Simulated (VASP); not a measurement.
# Hg (Fm-3m) in VASP: a series of runs, part 2 of 3

VASP 6.6.1. Earlier steps stand in the parts before.

## 3. Single point, PBEsol

INCAR reads:

```
PREC = Accurate
ENCUT = 520
EDIFF = 1E-7
ISMEAR = -1
SIGMA = 0.025851999786435532
LREAL = False
LASPH = True
NELM = 100
ALGO = Normal
ISIF = 2
LWAVE = False
LCHARG = False
GGA = PS
NBANDS = 12
```

KPOINTS reads:

```
regular mesh
0
Gamma
  8 8 8
```

POSCAR reads:

```
Hg
1.0
    0.0000000000      2.3919113801      2.3919113801
    2.3919113801      0.0000000000      2.3919113801
    2.3919113801      2.3919113801      0.0000000000
Hg
1
Direct
    0.0000000000      0.0000000000      0.0000000000
```

Potentials or basis: VASP PAW PBE potentials, release 64 (Hg).

Started as:

```sh
cat potpaw_PBE.64/Hg/POTCAR > POTCAR
mpirun -np 1 vasp_std > vasp.out
```

OUTCAR:

```text
PREC = Accurate
   ENCUT = 520
   EDIFF = 1E-7
   ISMEAR = -1
   LREAL = False
   LASPH = True
   NELM = 100
   ISIF = 2
   GGA = PS

 ion  position               nearest neighbor table
   1  0.000  0.000  0.000-

  LATTYP: Found a face centered cubic cell.
 ALAT       =     4.7838227602

  Lattice vectors:

 A1 = (   0.0000000000,   2.3919113801,   2.3919113801)
 A2 = (   2.3919113801,   0.0000000000,   2.3919113801)
 A3 = (   2.3919113801,   2.3919113801,   0.0000000000)

Analysis of symmetry for initial positions (statically):
=====================================================================
 Subroutine PRICEL returns:
 Original cell was already a primitive cell.

 Routine SETGRP: Setting up the symmetry group for a
 face centered cubic supercell.

 Subroutine GETGRP returns: Found 48 space group operations
 (whereof 48 operations were pure point group operations)
 out of a pool of 48 trial point group operations.

The static configuration has the point symmetry O_h .

Analysis of symmetry for dynamics (positions and initial velocities):
=====================================================================
 Subroutine PRICEL returns:
 Original cell was already a primitive cell.

 Routine SETGRP: Setting up the symmetry group for a
 face centered cubic supercell.

 Subroutine GETGRP returns: Found 48 space group operations
 (whereof 48 operations were pure point group operations)
 out of a pool of 48 trial point group operations.

The dynamic configuration has the point symmetry O_h .

 Subroutine INISYM returns: Found 48 space group operations
 (whereof 48 operations are pure point group operations),
 and found     1 'primitive' translations

----------------------------------------------------------------------------------------

                                     Primitive cell

  volume of cell :      27.3694

  direct lattice vectors                    reciprocal lattice vectors
     0.000000000  2.391911380  2.391911380    -0.209037845  0.209037845  0.209037845
     2.391911380  0.000000000  2.391911380     0.209037845 -0.209037845  0.209037845
     2.391911380  2.391911380  0.000000000     0.209037845  0.209037845 -0.209037845

  length of vectors
     3.382673514  3.382673514  3.382673514     0.362064168  0.362064168  0.362064168

  position of ions in fractional coordinates (direct lattice)
     0.000000000  0.000000000  0.000000000

  ion indices of the primitive-cell ions
   primitive index   ion index
                 1           1

----------------------------------------------------------------------------------------

 KPOINTS: regular mesh

Automatic generation of k-mesh.
 Grid dimensions read from file:
 generate k-points for:    8    8    8

 Generating k-lattice:

  Cartesian coordinates                     Fractional coordinates (reciprocal lattice)
    -0.026129731  0.026129731  0.026129731     0.125000000  0.000000000  0.000000000
     0.026129731 -0.026129731  0.026129731     0.000000000  0.125000000  0.000000000
     0.026129731  0.026129731 -0.026129731     0.000000000  0.000000000  0.125000000

  Length of vectors
     0.045258021  0.045258021  0.045258021

  Shift w.r.t. Gamma in fractional coordinates (k-lattice)
     0.000000000  0.000000000  0.000000000

 Subroutine IBZKPT returns following result:
 ===========================================

 Found     29 irreducible k-points:

 Following reciprocal coordinates:
            Coordinates               Weight
  0.000000  0.000000  0.000000      1.000000
  0.125000  0.000000  0.000000      8.000000
  0.250000  0.000000  0.000000      8.000000
  0.375000  0.000000  0.000000      8.000000
  0.500000  0.000000  0.000000      4.000000
  0.125000  0.125000  0.000000      6.000000
[... 16 lines left out ...]
  0.500000  0.250000  0.125000     48.000000
 -0.375000  0.250000  0.125000     24.000000
 [... further k-points ...]
   k-points           NKPTS =     29   k-points in BZ     NKDIM =     29   number of bands    NBANDS=     12
   number of dos      NEDOS =    301   number of ions     NIONS =      1
   total plane-waves  NPLWV =  21952
   dimension x,y,z NGX =    28 NGY =   28 NGZ =   28
   dimension x,y,z NGXF=    56 NGYF=   56 NGZF=   56
   ions per type =               1
   NGX,Y,Z   is equivalent  to a cutoff of  13.76, 13.76, 13.76 a.u.
   NGXF,Y,Z  is equivalent  to a cutoff of  27.52, 27.52, 27.52 a.u.
 SYSTEM =  unknown system
   PREC   = accura    normal or accurate (medium, high low for compatibility)
   ISTART =      0    job   : 0-new  1-cont  2-samecut
   ICHARG =      2    charge: 1-file 2-atom 10-const
   ISPIN  =      1    spin polarized calculation?
   LNONCOLLINEAR =      F non collinear calculations
   LSORBIT =      F    spin-orbit coupling
   LASPH  =      T    aspherical Exc in radial PAW
   ENCUT  =  520.0 eV  38.22 Ry    6.18 a.u.   6.29  6.29  6.29*2*pi/ulx,y,z
   NELM   =    100;   NELMIN=  2; NELMDL= -5     # of ELM steps
   EDIFF  = 0.1E-06   stopping-criterion for ELM
   LREAL  =      F    real-space projection
   EDIFFG = 0.1E-05   stopping-criterion for IOM
   NSW    =      0    number of steps for IOM
   IBRION =     -1    ionic relax: 0-MD 1-quasi-New 2-CG
   NFREE  =      0    steps in history (QN), initial steepest desc. (CG)
   ISIF   =      2    stress and relaxation
   ISYM   =      2    0-nonsym 1-usesym 2-fastsym
   POTIM  = 0.5000    time-step for ionic-motion
   TEBEG  =    0.0;   TEEND  =   0.0 temperature during run
   PSTRESS=    0.0 pullay stress
   NELECT =      12.0000    total number of electrons
   NUPDOWN=      -1.0000    fix difference up-down
   EMIN   =  10.00;   EMAX   =-10.00  energy-range for DOS
   EFERMI =   0.00;   METHOD = LEGACY
   ISMEAR =    -1;   SIGMA  =   0.03  broadening in eV -4-tet -1-fermi 0-gaus
   EFERMI_NEDOS =   21; number of points for ismear=-14 and -15
   IALGO  =     38    algorithm
   IMIX   =      4    mixing-type and parameters
     AMIX     =   0.40;   BMIX     =  1.00
     AMIX_MAG =   1.60;   BMIX_MAG =  1.00
  volume/ion in A,a.u.               =      27.37       184.70
  Fermi-wavevector in a.u.,A,eV,Ry     =   1.243694  2.350241 21.045144  1.546774
  Thomas-Fermi vector in A             =   2.377993
   LORBIT       =      0    0 simple, 1 ext, 2 COOP (PROOUT), +10 PAW based schemes
   GGA     = PS    functional components
   LHFCALC =     F    Hartree Fock is set to
   AEXX    =    0.0000 exact exchange contribution
   IVDW    =     0    specifies the selected vdW correction
   LEPSILON=     F    determine dielectric tensor
   LRPA    =     F    only Hartree local field effects (RPA)
 non-spin polarized calculation
  energy-cutoff  :      520.00
  volume of cell :       27.37
 maximum number of plane-waves:       754
 NGX is ok and might be reduce to    28
   NGX = 13   NGY = 13   NGZ = 13

 number of electron      11.9999999 magnetization

 Free energy of the ion-electron system (eV)
  ---------------------------------------------------
  ext. energy  EPLUGINS =         0.00000000
  ---------------------------------------------------
  free energy    TOTEN  =        -0.50105005 eV

  energy without entropy =       -0.50005191  energy(sigma->0) =       -0.50055098

 E-fermi :   1.3751     XC(G=0): -10.2419

 val. band max:        1.3722190439   @ k =   0.5000   0.5000   0.0000
 cond. band min:       1.5194599818   @ k =   0.5000   0.1250   0.0000
 fundamental gap:      0.1472409378
 Fermi energy:         1.3751370401

 k-point     1 :       0.0000    0.0000    0.0000
  band No.  band energies     occupation
      1      -6.4819      2.00000
      2      -5.0452      2.00000
      3      -5.0452      2.00000
      4      -5.0452      2.00000
      5      -4.5721      2.00000
      6      -4.5721      2.00000
      7      14.6506      0.00000
      8      14.8755      0.00000
      9      14.8755      0.00000
     10      14.8755      0.00000
     11      18.6890      0.00000
     12      19.6821      0.00000
[... 331 lines left out ...]
 k-point    24 :      -0.3750    0.2500    0.1250
  band No.  band energies     occupation
      1      -5.3821      2.00000
      2      -5.1763      2.00000
      3      -4.7261      2.00000
      4      -4.6571      2.00000
      5      -4.2017      2.00000
      6       0.0265      2.00000
      7       1.8406      0.00000
      8       8.0471      0.00000
      9       9.6350      0.00000
     10      14.7740      0.00000
     11      18.0187      0.00000
     12      22.0833      0.00000

 [... further k-points ...]

------------------------ aborting loop because EDIFF is reached ----------------------------------------

  FORCE on cell =-STRESS in cart. coord.  units (eV):
  Direction    XX          YY          ZZ          XY          YZ          ZX
  --------------------------------------------------------------------------------------
  -------------------------------------------------------------------------------------
  Total       -0.2958534     -0.2958534     -0.2958534      0.0000000     -0.0000000      0.0000000
  in kB      -17.3189614    -17.3189614    -17.3189614      0.0000000     -0.0000000      0.0000000
  external PRESSURE =     -17.3189614 kB  Pullay stress =       0.0000000 kB

 VOLUME and BASIS-vectors are now :
 -----------------------------------------------------------------------------
  energy-cutoff  :      520.00
  volume of cell :       27.37
      direct lattice vectors                 reciprocal lattice vectors
     0.000000000  2.391911380  2.391911380    -0.209037845  0.209037845  0.209037845
     2.391911380  0.000000000  2.391911380     0.209037845 -0.209037845  0.209037845
     2.391911380  2.391911380  0.000000000     0.209037845  0.209037845 -0.209037845

 POSITION                                       TOTAL-FORCE (eV/Angst)
 -----------------------------------------------------------------------------------
      0.00000      0.00000      0.00000         0.000000      0.000000      0.000000
 -----------------------------------------------------------------------------------
    total drift:                               -0.000000     -0.000000     -0.000000

  FREE ENERGIE OF THE ION-ELECTRON SYSTEM (eV)
  ---------------------------------------------------
  free  energy   TOTEN  =        -0.5010500472 eV

  energy  without entropy=       -0.5000519060  energy(sigma->0) =       -0.50055098
```

stdout:

```text
POSCAR found type information on POSCAR Hg
 POSCAR found :  1 types and       1 ions
 scaLAPACK will be used
 -----------------------------------------------------------------------------
|                                                                             |
|                                                                             |
|     You enforced a specific xc type in the INCAR file but a different       |
|     I HOPE YOU KNOW WHAT YOU ARE DOING!                                     |
|                                                                             |
 -----------------------------------------------------------------------------

 LDA part: xc-table for (Slater+PW92), standard interpolation
 POSCAR, INCAR and KPOINTS ok, starting setup
 FFT: planning ... GRIDC
 FFT: planning ... GRID_SOFT
 FFT: planning ... GRID
 WAVECAR not read
 entering main loop
```

Run time: 7.9 s. Hardware: 1 thread of Intel Xeon Platinum 8375C at 2.90GHz (Ice Lake), shared host; peak memory 0.16 GiB.

What came out:

```yaml
Free_energy: -0.5011 eV
Pressure: -1.7 GPa
Band_gap_on_the_k_mesh: zero (band 6 reaches 1.37 eV, above the bottom of band 7 at 0.42 eV)
```

Levels at points of the mesh, in eV from the Fermi level:
```
           k point  band 3  band 4  band 5  band 6  band 7  band 8  band 9  band 10
(0.00, 0.00, 0.00)   -6.42   -6.42   -5.95   -5.95   13.28   13.50   13.50    13.50
(0.50, 0.00, 0.00)   -6.42   -5.55   -5.55   -1.78   -0.95   11.34   11.34    12.55
(0.50, 0.50, 0.00)   -5.57   -5.44   -5.44    0.00    0.27    6.63    6.63    10.43
```

Caveat: the PAW data sets were made with another functional, which shifts forces and pressure a little; spin-orbit coupling is left out, which moves the levels of the heavy elements.

## 4. Single point, revPBE

INCAR reads:

```
  PREC = Accurate
  ENCUT = 520
  EDIFF = 1E-6
  ISMEAR = -1
  SIGMA = 0.1
  LREAL = F
  LASPH = T
  NELM = 80
  ALGO = Normal
  ISIF = 2
  LWAVE = F
  LCHARG = F
  GGA = RE
  NBANDS = 12
```

KPOINTS is that of step 3.

POSCAR is that of step 3.

Started as:

```sh
cat potpaw_PBE.64/Hg/POTCAR > POTCAR
mpirun -np 1 vasp_std > vasp.out
```

Run time: 7.8 s. Hardware: 1 thread of Intel Xeon Platinum 8375C at 2.90GHz (Ice Lake), shared host; peak memory 0.16 GiB.

Results (log left out):

| Property | Result |
| --- | --- |
| Free energy | 0.1907 eV |
| Pressure | 3.3 GPa |
| Band gap on the k mesh | zero (band 6 reaches 1.69 eV, above the bottom of band 7 at 0.83 eV) |

Levels at points of the mesh, in eV from the Fermi level:
| k point | band 2 | band 3 | band 4 | band 5 | band 6 | band 7 | band 8 | band 9 | band 10 | band 11 |
| --- | --- | --- | --- | --- | --- | --- | --- | --- | --- | --- |
| (0.00, 0.00, 0.00) | -6.54 | -6.54 | -6.54 | -6.08 | -6.08 | 13.33 | 13.52 | 13.52 | 13.52 | 17.44 |
| (0.50, 0.00, 0.00) | -6.54 | -6.54 | -5.68 | -5.68 | -1.82 | -0.89 | 11.35 | 11.35 | 12.64 | 16.18 |
| (0.50, 0.50, 0.00) | -7.16 | -5.71 | -5.58 | -5.58 | -0.03 | 0.32 | 6.67 | 6.67 | 10.51 | 12.07 |

Caveat: the PAW data sets were made with another functional, which shifts forces and pressure a little; spin-orbit coupling is left out, which moves the levels of the heavy elements.

## 5. Single point, RPBE, collinear spin, zero start

INCAR reads:

```
PREC = Accurate ; ENCUT = 520
EDIFF = 1E-7 ; ISMEAR = 0
SIGMA = 0.1 ; LREAL = False
LASPH = True ; NELM = 150
ALGO = Normal ; ISIF = 2
LWAVE = False ; LCHARG = True
ISPIN = 2 ; MAGMOM = 0
LORBIT = 11 ; GGA = RP
LELF = True ; LVHAR = True
NBANDS = 16
```

KPOINTS reads:

```
Automatic mesh
0
Gamma
  8 8 8
```

POSCAR is that of step 4.

Started as:

```sh
cat potpaw_PBE.64/Hg/POTCAR > POTCAR
mpirun -np 1 vasp_std > vasp.out
```

Wall time 14 s (1 thread of Intel Xeon 6975P-C (Granite Rapids), shared host); peak memory 0.17 GiB.

Results (log left out):

| Quantity | Value |
| --- | --- |
| Free energy | 0.2433 eV |
| Pressure | 4.3 GPa |
| Band gap on the k mesh | zero (filled and empty bands overlap) |
| Net moment | 0.00 μB per cell |
| Valence electrons inside the program's atomic spheres | Hg 10.45 |

Levels at points of the mesh, in eV from the Fermi level:
Spin up:
```tsv
k point	band 4	band 5	band 6	band 7	band 8	band 9
(0.00, 0.00, 0.00)	-6.55	-6.09	-6.09	13.33	13.52	13.52
(0.50, 0.00, 0.00)	-5.69	-5.69	-1.82	-0.88	11.36	11.36
(0.50, 0.50, 0.00)	-5.59	-5.59	-0.03	0.33	6.67	6.67
```
Spin down:
| k point | band 3 | band 4 | band 5 | band 6 | band 7 | band 8 | band 9 | band 10 |
| --- | --- | --- | --- | --- | --- | --- | --- | --- |
| (0.00, 0.00, 0.00) | -6.55 | -6.55 | -6.09 | -6.09 | 13.33 | 13.52 | 13.52 | 13.52 |
| (0.50, 0.00, 0.00) | -6.55 | -5.69 | -5.69 | -1.82 | -0.88 | 11.36 | 11.36 | 12.65 |
| (0.50, 0.50, 0.00) | -5.72 | -5.59 | -5.59 | -0.03 | 0.33 | 6.67 | 6.67 | 10.53 |

Caveat: the PAW data sets were made with another functional, which shifts forces and pressure a little; spin-orbit coupling is left out, which moves the levels of the heavy elements.

(Part 2 of 3 ends here.)
